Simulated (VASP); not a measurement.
Wanted: the native input for a VASP 6.6.1 run.

| Property | Result |
| --- | --- |
| Task | relaxation of cell and atoms |
| Functional | PBEsol |
| Potentials or basis | VASP PAW PBE potentials, release 64 (Pb_d) |
| Cutoff | 600 eV |
| k mesh | 16 × 16 × 10 |
| Occupations | fermi-dirac, width 0.08 eV |
| Spin | no spin polarisation |
| Dipole correction | no |
| Further INCAR settings | ALGO = Normal; EDIFF = 1e-06; IBRION = 2; EDIFFG = -0.002; NSW = 100; ISIF = 3 |

The structure of Pb lies in POSCAR:

```
Pb
1.0
    3.4800000000      0.0000000000      0.0000000000
   -1.7400000000      3.0137684052      0.0000000000
    0.0000000000      0.0000000000      5.5900000000
Pb
2
Direct
    0.3333333333      0.6666666667      0.2500000000
    0.6666666667      0.3333333333      0.7500000000
```

This isn't the form of Pb at room conditions, which is fcc.

One way to write it, as run:

INCAR

```
SYSTEM = Pb
ALGO = Normal
EDIFF = 1E-6
EDIFFG = -0.002
ENCUT = 600
GGA = PS
IBRION = 2
ISIF = 3
ISMEAR = -1
LASPH = .TRUE.
LCHARG = .FALSE.
LREAL = .FALSE.
LWAVE = .FALSE.
NELM = 80
NSW = 100
PREC = Accurate
SIGMA = 0.08
```

KPOINTS

```
k-points
0
G
  16 16 10
  0 0 0
```

Potentials or basis: VASP PAW PBE potentials, release 64 (Pb_d).

The run is started by

```sh
$ cat potpaw_PBE.64/Pb_d/POTCAR > POTCAR
$ mpirun -np 1 vasp_std > vasp.out
```

Results of the run:

| Property | Result |
| --- | --- |
| Relaxed volume | 29.86 Å³/atom |
| Relaxed cell | a = 3.458 Å, b = 3.458 Å, c = 5.767 Å, α = 90.00°, β = 90.00°, γ = 120.00° |
| Space group after relaxing (to 0.1 Å) | P6_3/mmc (No. 194) |
| Energy gained by relaxing | 6.4 meV/atom |
| Ionic steps | 17 |
| Pressure after relaxing | 0.0 GPa |
| Band gap on the k mesh | zero (bands 14 and 15 overlap by 7.64 eV) |

Caveat: the PAW data sets were made with another functional, which shifts forces and pressure a little; spin-orbit coupling is left out, which moves the levels of the heavy elements.

Run time: 9.4 min on 1 thread of Intel(R) Xeon(R) 6975P-C (Granite Rapids) (shared host), peak memory 0.34 GiB.
